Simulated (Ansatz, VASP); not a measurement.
One calculation of Sb5Se, two programs

```
Sb Se
1.0
     6.37245    0.00000    0.00000
    -3.18622    5.51870    0.00000
     0.00000    0.00000    5.34887
Sb Se
5 1
Direct
  0.50000 0.00000 0.50000
  0.00000 0.50000 0.50000
  0.50000 0.50000 0.50000
  0.33333 0.66667 0.99977
  0.66667 0.33333 0.00023
  0.00000 0.00000 0.50000
```

Alike in both runs: functional PBE; k mesh 3 × 3 × 4; occupations gaussian, width 0.1 eV; no spin polarisation.

Ansatz relaxed the structure, and its values are those at the end. VASP's run is a single point on that final structure, the one shown.

|  | VASP | Ansatz |
| --- | --- | --- |
| version | VASP 6.6.1 | Ansatz 0.2.0 |
| potentials or method | VASP PAW PBE potentials, release 64 (Sb, Se), cutoff 520 eV | scalar-relativistic, plane waves, PAW |
| valence electrons in the cell | 31 | 91 |

|  | VASP | Ansatz | Ansatz less VASP |
| --- | --- | --- | --- |
| gap on the k mesh at the Fermi level (eV) | none | none | - |
| pressure (GPa) | -0.1 | 0.0 | +0.09 |

A gap of «none» marks a metal or a gap that the smearing closes. The functional is the same, so the differences come from potentials, cutoffs and numerics. VASP's potentials hold 31 valence electrons a cell and Ansatz's 91, so a difference there can come from the potentials and not from the codes.

The k mesh is coarse, so the values compare programs but aren't converged. Spin-orbit coupling is off throughout.
